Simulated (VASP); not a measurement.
Here is a VASP 6.6.1 calculation.

The input INCAR:

```
ALGO = Normal
EDIFF = 1E-6
ENCUT = 520
GGA = PE
ISIF = 2
ISMEAR = -1
LASPH = T
LCHARG = F
LREAL = F
LWAVE = F
NBANDS = 13
NELM = 100
PREC = Accurate
SIGMA = 0.05
```

File KPOINTS:

```
k-points
0
Gamma
  12 12 16
```

POSCAR

```
C
1.0
    5.3523399736      0.0000000000      0.0000000000
   -2.6761699868      4.6352623868      0.0000000000
    0.0000000000      0.0000000000      1.2764179130
C
3
Direct
    0.0000000000      0.0000000000      0.0000000000
    0.3333333333      0.6666666667      0.5000000000
    0.6666666667      0.3333333333      0.5000000000
```

Potentials or basis: VASP PAW PBE potentials, release 64 (C).

Command:

```console
$ cat potpaw_PBE.64/C/POTCAR > POTCAR
$ mpirun -np 1 vasp_std > vasp.out
```

Task: Predict the pressure.

Result: 7.9 GPa.

Task: Estimate the band gap on the k mesh.

Result: Zero (band 6 reaches 11.81 eV, above the bottom of band 7 at -3.75 eV).

Stress tensor (GPa, compression positive):
```
8.06 0.00 0.00
0.00 8.06 0.00
0.00 0.00 7.65
```
